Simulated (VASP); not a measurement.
# Y (Pm-3m) in VASP: notebook

Y is run at these levels: LDA; tasks: single point, relaxation of cell and atoms.

Program: VASP 6.6.1. These are calculated values, not measurements. Logs are shortened: lines on timing, memory, paths and dates and some standing lists are left out, and cuts for length are marked.

### Step 1. The cell of the first run

Symmetry: Pm-3m, No. 221, cubic system. The conventional cell has a = 3.139 Å, b = 3.139 Å, c = 3.139 Å, α = 90.00°, β = 90.00°, γ = 90.00°. Y (site symmetry m-3m) has 6 Y at 3.14 Å within 4.1 Å.

### Step 2. Single point, LDA

The input, INCAR:

```
SYSTEM = Y
PREC = Accurate
ENCUT = 520
EDIFF = 1E-6
ISMEAR = 1
SIGMA = 0.1
LREAL = .FALSE.
LASPH = .TRUE.
NELM = 60
ALGO = Normal
ISIF = 2
LWAVE = .FALSE.
LCHARG = .FALSE.
GGA = CA
NBANDS = 12
```

The input, KPOINTS:

```
regular mesh
0
G
  6 6 6
  0 0 0
```

The input, POSCAR:

```
Y
1.0
    3.1389117183      0.0000000000      0.0000000000
    0.0000000000      3.1389117183      0.0000000000
    0.0000000000      0.0000000000      3.1389117183
Y
1
Direct
    0.0000000000      0.0000000000      0.0000000000
```

Potentials or basis: VASP PAW LDA potentials, release 64 (Y_sv).

Launch:

```sh
$ cat potpaw_LDA.64/Y_sv/POTCAR > POTCAR
$ mpirun -np 1 vasp_std > vasp.out
```

OUTCAR:

```text
SYSTEM = Y
   PREC = Accurate
   ENCUT = 520
   EDIFF = 1E-6
   ISMEAR = 1
   LREAL = .FALSE.
   LASPH = .TRUE.
   NELM = 60
   ISIF = 2
   GGA = CA

 ion  position               nearest neighbor table
   1  0.000  0.000  0.000-

  LATTYP: Found a simple cubic cell.
 ALAT       =     3.1389117183

  Lattice vectors:

 A1 = (   3.1389117183,   0.0000000000,   0.0000000000)
 A2 = (   0.0000000000,   3.1389117183,   0.0000000000)
 A3 = (   0.0000000000,   0.0000000000,   3.1389117183)

Analysis of symmetry for initial positions (statically):
=====================================================================
 Subroutine PRICEL returns:
 Original cell was already a primitive cell.

 Routine SETGRP: Setting up the symmetry group for a
 simple cubic supercell.

 Subroutine GETGRP returns: Found 48 space group operations
 (whereof 48 operations were pure point group operations)
 out of a pool of 48 trial point group operations.

The static configuration has the point symmetry O_h .

Analysis of symmetry for dynamics (positions and initial velocities):
=====================================================================
 Subroutine PRICEL returns:
 Original cell was already a primitive cell.

 Routine SETGRP: Setting up the symmetry group for a
 simple cubic supercell.

 Subroutine GETGRP returns: Found 48 space group operations
 (whereof 48 operations were pure point group operations)
 out of a pool of 48 trial point group operations.

The dynamic configuration has the point symmetry O_h .

 Subroutine INISYM returns: Found 48 space group operations
 (whereof 48 operations are pure point group operations),
 and found     1 'primitive' translations

----------------------------------------------------------------------------------------

                                     Primitive cell

  volume of cell :      30.9270

  direct lattice vectors                    reciprocal lattice vectors
     3.138911718  0.000000000  0.000000000     0.318581754  0.000000000  0.000000000
     0.000000000  3.138911718  0.000000000     0.000000000  0.318581754  0.000000000
     0.000000000  0.000000000  3.138911718     0.000000000  0.000000000  0.318581754

  length of vectors
     3.138911718  3.138911718  3.138911718     0.318581754  0.318581754  0.318581754

  position of ions in fractional coordinates (direct lattice)
     0.000000000  0.000000000  0.000000000

  ion indices of the primitive-cell ions
   primitive index   ion index
                 1           1

----------------------------------------------------------------------------------------

 KPOINTS: regular mesh

Automatic generation of k-mesh.
 Grid dimensions read from file:
 generate k-points for:    6    6    6

 Generating k-lattice:

  Cartesian coordinates                     Fractional coordinates (reciprocal lattice)
     0.053096959  0.000000000  0.000000000     0.166666667  0.000000000  0.000000000
     0.000000000  0.053096959  0.000000000     0.000000000  0.166666667  0.000000000
     0.000000000  0.000000000  0.053096959     0.000000000  0.000000000  0.166666667

  Length of vectors
     0.053096959  0.053096959  0.053096959

  Shift w.r.t. Gamma in fractional coordinates (k-lattice)
     0.000000000  0.000000000  0.000000000

 Subroutine IBZKPT returns following result:
 ===========================================

 Found     20 irreducible k-points:

 Following reciprocal coordinates:
            Coordinates               Weight
  0.000000  0.000000  0.000000      1.000000
  0.166667  0.000000  0.000000      6.000000
  0.333333  0.000000  0.000000      6.000000
  0.500000  0.000000  0.000000      3.000000
  0.166667  0.166667  0.000000     12.000000
  0.333333  0.166667  0.000000     24.000000
[... 12 lines left out ...]
  0.500000  0.500000  0.333333      6.000000
  0.500000  0.500000  0.500000      1.000000
   k-points           NKPTS =     20   k-points in BZ     NKDIM =     20   number of bands    NBANDS=     12
   number of dos      NEDOS =    301   number of ions     NIONS =      1
   total plane-waves  NPLWV =  13824
   dimension x,y,z NGX =    24 NGY =   24 NGZ =   24
   dimension x,y,z NGXF=    48 NGYF=   48 NGZF=   48
   ions per type =               1
   NGX,Y,Z   is equivalent  to a cutoff of  12.71, 12.71, 12.71 a.u.
   NGXF,Y,Z  is equivalent  to a cutoff of  25.42, 25.42, 25.42 a.u.
 SYSTEM =  Y
   PREC   = accura    normal or accurate (medium, high low for compatibility)
   ISTART =      0    job   : 0-new  1-cont  2-samecut
   ICHARG =      2    charge: 1-file 2-atom 10-const
   ISPIN  =      1    spin polarized calculation?
   LNONCOLLINEAR =      F non collinear calculations
   LSORBIT =      F    spin-orbit coupling
   LASPH  =      T    aspherical Exc in radial PAW
   ENCUT  =  520.0 eV  38.22 Ry    6.18 a.u.   5.84  5.84  5.84*2*pi/ulx,y,z
   NELM   =     60;   NELMIN=  2; NELMDL= -5     # of ELM steps
   EDIFF  = 0.1E-05   stopping-criterion for ELM
   LREAL  =      F    real-space projection
   EDIFFG = 0.1E-04   stopping-criterion for IOM
   NSW    =      0    number of steps for IOM
   IBRION =     -1    ionic relax: 0-MD 1-quasi-New 2-CG
   NFREE  =      0    steps in history (QN), initial steepest desc. (CG)
   ISIF   =      2    stress and relaxation
   ISYM   =      2    0-nonsym 1-usesym 2-fastsym
   POTIM  = 0.5000    time-step for ionic-motion
   TEBEG  =    0.0;   TEEND  =   0.0 temperature during run
   PSTRESS=    0.0 pullay stress
   NELECT =      11.0000    total number of electrons
   NUPDOWN=      -1.0000    fix difference up-down
   EMIN   =  10.00;   EMAX   =-10.00  energy-range for DOS
   EFERMI =   0.00;   METHOD = LEGACY
   ISMEAR =     1;   SIGMA  =   0.10  broadening in eV -4-tet -1-fermi 0-gaus
   EFERMI_NEDOS =   21; number of points for ismear=-14 and -15
   IALGO  =     38    algorithm
   IMIX   =      4    mixing-type and parameters
     AMIX     =   0.40;   BMIX     =  1.00
     AMIX_MAG =   1.60;   BMIX_MAG =  1.00
  volume/ion in A,a.u.               =      30.93       208.71
  Fermi-wavevector in a.u.,A,eV,Ry     =   1.159916  2.191924 18.305355  1.345406
  Thomas-Fermi vector in A             =   2.296504
   LORBIT       =      0    0 simple, 1 ext, 2 COOP (PROOUT), +10 PAW based schemes
   GGA     = CA    functional components
   LHFCALC =     F    Hartree Fock is set to
   AEXX    =    0.0000 exact exchange contribution
   IVDW    =     0    specifies the selected vdW correction
   LEPSILON=     F    determine dielectric tensor
   LRPA    =     F    only Hartree local field effects (RPA)
 non-spin polarized calculation
 Methfessel and Paxton  Order N= 1 SIGMA  =   0.10
  energy-cutoff  :      520.00
  volume of cell :       30.93
 maximum number of plane-waves:       847
 NGX is ok and might be reduce to    24
   NGX = 11   NGY = 11   NGZ = 11

 number of electron      10.9999999 magnetization

 Free energy of the ion-electron system (eV)
  ---------------------------------------------------
  ext. energy  EPLUGINS =         0.00000000
  ---------------------------------------------------
  free energy    TOTEN  =        -6.20623166 eV

  energy without entropy =       -6.20775554  energy(sigma->0) =       -6.20673962

 E-fermi :   3.0351     XC(G=0):  -9.8221

 val. band max:        2.9623813318   @ k =   0.5000   0.3333   0.3333
 cond. band min:       3.0716078007   @ k =   0.5000   0.0000   0.0000
 fundamental gap:      0.1092264689
 Fermi energy:         3.0351359523

 k-point     1 :       0.0000    0.0000    0.0000
  band No.  band energies     occupation
      1     -39.4929      2.00000
      2     -19.1191      2.00000
      3     -19.1191      2.00000
      4     -19.1191      2.00000
      5      -1.4996      2.00000
      6       2.2808      2.00000
      7       2.2808      2.00000
      8       8.9200      0.00000
      9       8.9200      0.00000
     10       8.9200      0.00000
     11      14.0958      0.00000
     12      14.0958      0.00000

 k-point     2 :       0.1667    0.0000    0.0000
  band No.  band energies     occupation
      1     -39.4662      2.00000
      2     -19.3873      2.00000
      3     -19.0961      2.00000
      4     -19.0961      2.00000
      5      -0.9214      2.00000
      6       2.4565      2.00000
      7       2.8358      2.01633
      8       7.9137      0.00000
      9       7.9137      0.00000
     10       8.9940      0.00000
     11      12.1490      0.00000
     12      15.3536      0.00000

 k-point     3 :       0.3333    0.0000    0.0000
  band No.  band energies     occupation
      1     -39.4121      2.00000
      2     -19.8894      2.00000
      3     -19.0497      2.00000
      4     -19.0497      2.00000
      5       0.3804      2.00000
      6       2.8489      2.02430
      7       3.6598     -0.00000
      8       6.5686      0.00000
      9       6.5686      0.00000
     10       9.1476      0.00000
     11      10.8362      0.00000
     12      14.5021      0.00000
[... 226 lines left out ...]
 k-point    19 :       0.5000    0.5000    0.3333
  band No.  band energies     occupation
      1     -39.2056      2.00000
      2     -19.8754      2.00000
      3     -19.8754      2.00000
      4     -19.6272      2.00000
      5       1.8713      2.00000
      6       2.9032      2.06848
      7       2.9032      2.06848
      8       7.4648      0.00000
      9      10.0597      0.00000
     10      10.8800      0.00000
     11      11.3274      0.00000
     12      11.3274      0.00000

 k-point    20 :       0.5000    0.5000    0.5000
  band No.  band energies     occupation
      1     -39.1801      2.00000
      2     -19.8412      2.00000
      3     -19.8412      2.00000
      4     -19.8412      2.00000
      5       2.3092      2.00000
      6       2.3092      2.00000
      7       2.3092      2.00000
      8       8.9052      0.00000
      9      10.9324      0.00000
     10      10.9324      0.00000
     11      12.0196      0.00000
     12      12.0196      0.00000

------------------------ aborting loop because EDIFF is reached ----------------------------------------

  FORCE on cell =-STRESS in cart. coord.  units (eV):
  Direction    XX          YY          ZZ          XY          YZ          ZX
  --------------------------------------------------------------------------------------
  -------------------------------------------------------------------------------------
  Total       -0.0398039     -0.0398039     -0.0398039      0.0000000      0.0000000      0.0000000
  in kB       -2.0620491     -2.0620491     -2.0620491      0.0000000      0.0000000      0.0000000
  external PRESSURE =      -2.0620491 kB  Pullay stress =       0.0000000 kB

 VOLUME and BASIS-vectors are now :
 -----------------------------------------------------------------------------
  energy-cutoff  :      520.00
  volume of cell :       30.93
      direct lattice vectors                 reciprocal lattice vectors
     3.138911718  0.000000000  0.000000000     0.318581754  0.000000000  0.000000000
     0.000000000  3.138911718  0.000000000     0.000000000  0.318581754  0.000000000
     0.000000000  0.000000000  3.138911718     0.000000000  0.000000000  0.318581754

 POSITION                                       TOTAL-FORCE (eV/Angst)
 -----------------------------------------------------------------------------------
      0.00000      0.00000      0.00000         0.000000      0.000000      0.000000
 -----------------------------------------------------------------------------------
    total drift:                               -0.000000     -0.000000     -0.000000

  FREE ENERGIE OF THE ION-ELECTRON SYSTEM (eV)
  ---------------------------------------------------
  free  energy   TOTEN  =        -6.2062316609 eV

  energy  without entropy=       -6.2077555413  energy(sigma->0) =       -6.20673962
```

It used 8.6 s of CPU time on 1 thread of AMD EPYC 7R13 Processor (Zen 3), with other jobs on the host.

Results:

```yaml
Free_energy: -6.2062 eV
Pressure: -0.2 GPa
```

### Step 3. Relaxation of cell and atoms, LDA

This run uses another cell than the first one, of 36.26 Å³/atom, 1.173 times its volume.

The input, INCAR:

```
  PREC = Accurate
  ENCUT = 600
  EDIFF = 1E-7
  ISMEAR = 1
  SIGMA = 0.1
  LREAL = False
  LASPH = True
  NELM = 80
  ALGO = Normal
  ISIF = 3
  LWAVE = False
  LCHARG = False
  GGA = CA
  IBRION = 2
  NSW = 80
  EDIFFG = -0.03
```

The input, KPOINTS:

```
Automatic mesh
0
Gamma
  6 6 6
```

The input, POSCAR:

```
Y
1.0
    3.3100000000      0.0000000000      0.0000000000
    0.0000000000      3.3100000000      0.0000000000
    0.0000000000      0.0000000000      3.3100000000
Y
1
Direct
    0.0000000000      0.0000000000      0.0000000000
```

Potentials or basis: VASP PAW LDA potentials, release 64 (Y_sv).

Launch:

```sh
$ cat potpaw_LDA.64/Y_sv/POTCAR > POTCAR
$ mpirun -np 1 vasp_std > vasp.out
```

It used 66 s of CPU time on 1 thread of AMD EPYC 7R13 Processor (Zen 3), with other jobs on the host.

It converged, with:

```
Free energy                            : -6.2065 eV
Relaxed volume                         : 30.80 Å³/atom
Relaxed cell                           : a = 3.135 Å, b = 3.135 Å, c = 3.135 Å, α = 90.00°, β = 90.00°, γ = 90.00°
Space group after relaxing (to 0.05 Å) : Pm-3m (No. 221)
Energy gained by relaxing              : 87.5 meV/atom
Ionic steps                            : 3
Pressure after relaxing                : -0.1 GPa
```

Step by step:
```csv
step,energy change (eV),largest force (eV/Å),pressure (GPa),volume (Å³)
1,0.0000,0.0000,-4.31,36.26
2,-0.0860,0.0000,-0.74,31.38
3,-0.0875,0.0000,-0.06,30.80
```

Final structure:
```yaml
crystal:
  lattice:
    - [3.13455, 0.00000, 0.00000]
    - [0.00000, 3.13455, 0.00000]
    - [0.00000, 0.00000, 3.13455]
  atoms:
    - { symbol: Y, position: [0.00000, 0.00000, 0.00000] }
```

Levels at points of the mesh, in eV from the Fermi level:
| k point | band 4 | band 5 | band 6 | band 7 | band 8 | band 9 |
| --- | --- | --- | --- | --- | --- | --- |
| (0.00, 0.00, 0.00) | -22.14 | -4.54 | -0.76 | -0.76 | 5.91 | 5.91 |
| (0.50, 0.00, 0.00) | -22.05 | -1.69 | 0.04 | 0.40 | 3.02 | 3.02 |
| (0.50, 0.50, 0.00) | -21.96 | -2.12 | 0.25 | 3.66 | 3.66 | 4.27 |
| (0.50, 0.50, 0.50) | -22.87 | -0.73 | -0.73 | -0.73 | 5.88 | 7.94 |

Caveat: the volume moved by over 15 % at a fixed basis, so the end points are rough.
